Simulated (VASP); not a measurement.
Here is a VASP 6.6.1 calculation.

Contents of INCAR:

```
PREC = Accurate
ENCUT = 500
EDIFF = 1E-6
ISMEAR = 0
SIGMA = 0.01
LREAL = False
LASPH = True
NELM = 120
ALGO = Normal
ISIF = 2
LWAVE = False
LCHARG = False
GGA = PE
NBANDS = 26
ISYM = 0
GGA_COMPAT = False
```

File KPOINTS:

```
Automatic mesh
0
Gamma
  1 1 1
```

Contents of POSCAR:

```
Si
1.0
    5.4310000000      0.0000000000      0.0000000000
    0.0000000000      5.4310000000      0.0000000000
    0.0000000000      0.0000000000      5.4310000000
Si
8
Direct
    0.0021500000      0.0023600000     -0.0053000000
    0.0047700000      0.4947400000      0.5022400000
    0.4966200000     -0.0010100000      0.5047200000
    0.4961000000      0.5055200000     -0.0034500000
    0.2543800000      0.2495800000      0.2461700000
    0.2527700000      0.7445900000      0.7544400000
    0.7449000000      0.2518100000      0.7526900000
    0.7485500000      0.7549400000      0.2448700000
```

Potentials or basis: VASP PAW PBE potentials, release 64 (Si).

Launch:

```sh
$ cat potpaw_PBE.64/Si/POTCAR > POTCAR
$ mpirun -np 1 vasp_gam > vasp.out
```

(1) Predict the band gap on the k mesh.

(2) Estimate the largest force.

Answers

(1) 0.46 eV.

(2) 0.727 eV/Å.

Caveat: the k points lie up to 1.16 Å⁻¹ apart.
